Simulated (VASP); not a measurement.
# AlSi16 (a cell with a defect): single point with PBE

The system is AlSi16 (a cell with a defect).

```
CELL_PARAMETERS angstrom
0.00000 5.43000 5.43000
5.43000 0.00000 5.43000
5.43000 5.43000 0.00000
ATOMIC_POSITIONS crystal
Si 0.99598 0.00155 0.00141
Si 0.12634 0.12386 0.12372
Si 0.00438 0.98711 0.50445
Si 0.12636 0.12391 0.62643
Si 0.00439 0.50460 0.98693
Si 0.12636 0.62657 0.12377
Si 0.00447 0.50468 0.50455
Si 0.12503 0.62532 0.62513
Si 0.50133 0.00153 0.00140
Si 0.62499 0.12521 0.12507
Si 0.50134 0.00156 0.49605
Si 0.62364 0.12387 0.62641
Si 0.50134 0.49620 0.00142
Si 0.62366 0.62654 0.12374
Si 0.48682 0.50461 0.50448
Si 0.62369 0.62657 0.62643
Al 0.87503 0.37532 0.37514
```

| Property | Result |
| --- | --- |
| Program | VASP 6.6.1 |
| Task | single point |
| Functional | PBE |
| Potentials or basis | VASP PAW PBE potentials, release 64 (Si, Al) |
| Cutoff | 520 eV |
| k mesh | 2 × 2 × 2 |
| Occupations | gaussian, width 0.05 eV |
| Spin | collinear spin, zero start |
| Starting moments | [0.0, 0.0, 0.0, 0.0, 0.0, 0.0, 0.0, 0.0, 0.0, 0.0, 0.0, 0.0, 0.0, 0.0, 0.0, 0.0, 0.0] μB |
| Dipole correction | no |
| Further INCAR settings | LREAL = Auto; ALGO = Normal; EDIFF = 1e-07; NBANDS = 52 |

```json
{
  "Pressure": "5.4 GPa",
  "Largest force": "0.021 eV/Å",
  "Net moment": "0.00 μB per cell",
  "Valence electrons inside the program's atomic spheres": "Si 1.70, 1.67, 1.71, 1.75; Al 0.84"
}
```

Forces in eV/Å, atoms in the order of the input:
```
Si  -0.012  0.012  0.011
Si  -0.012  0.001  0.001
Si   0.001 -0.001  0.001
Si  -0.001  0.012 -0.001
Si   0.002  0.001  0.000
Si  -0.002 -0.001  0.013
Si  -0.001 -0.001 -0.001
Si  -0.002  0.000 -0.001
Si  -0.011 -0.011 -0.011
Si  -0.002 -0.001 -0.002
Si   0.012  0.012 -0.012
Si   0.000  0.001 -0.012
Si   0.012 -0.012  0.012
Si   0.000 -0.013  0.000
Si   0.001  0.001  0.002
Si   0.013 -0.001 -0.002
Al   0.001  0.001  0.001
```

Levels at points of the mesh, in eV from the Fermi level:
Spin up:
| k point | band 31 | band 32 | band 33 | band 34 | band 35 | band 36 |
| --- | --- | --- | --- | --- | --- | --- |
| (0.00, 0.00, 0.00) | -0.75 | -0.75 | -0.75 | -0.22 | -0.22 | -0.22 |
| (0.50, 0.00, 0.00) | -1.41 | -1.41 | -0.61 | 0.23 | 0.54 | 0.54 |
| (0.00, 0.50, 0.00) | -1.41 | -1.41 | -0.61 | 0.23 | 0.54 | 0.54 |
| (0.00, 0.00, 0.50) | -1.41 | -1.41 | -0.61 | 0.23 | 0.54 | 0.54 |
| (0.50, 0.50, 0.50) | -1.41 | -1.41 | -0.61 | 0.23 | 0.54 | 0.54 |
| (0.50, 0.50, 0.00) | -2.03 | -1.90 | -0.26 | 0.19 | 1.09 | 1.40 |
| (0.00, 0.50, 0.50) | -2.03 | -1.90 | -0.26 | 0.19 | 1.09 | 1.40 |
| (0.50, 0.00, 0.50) | -2.03 | -1.90 | -0.26 | 0.19 | 1.09 | 1.40 |
Spin down:
```
           k point  band 30  band 31  band 32  band 33  band 34  band 35  band 36  band 37
(0.00, 0.00, 0.00)    -1.75    -0.75    -0.75    -0.75    -0.22    -0.22    -0.22     0.00
(0.50, 0.00, 0.00)    -1.58    -1.41    -1.41    -0.61     0.23     0.54     0.54     0.87
(0.00, 0.50, 0.00)    -1.58    -1.41    -1.41    -0.61     0.23     0.54     0.54     0.87
(0.00, 0.00, 0.50)    -1.58    -1.41    -1.41    -0.61     0.23     0.54     0.54     0.87
(0.50, 0.50, 0.50)    -1.58    -1.41    -1.41    -0.61     0.23     0.54     0.54     0.87
(0.50, 0.50, 0.00)    -2.03    -2.03    -1.90    -0.26     0.19     1.09     1.40     1.40
(0.00, 0.50, 0.50)    -2.03    -2.03    -1.90    -0.26     0.19     1.09     1.40     1.40
(0.50, 0.00, 0.50)    -2.03    -2.03    -1.90    -0.26     0.19     1.09     1.40     1.40
```

Wall time 4.4 min on 1 thread of Intel(R) Xeon(R) 6975P-C (Granite Rapids) (shared host), peak memory 0.7 GiB.

Caveat: the k points lie up to 0.50 Å⁻¹ apart.
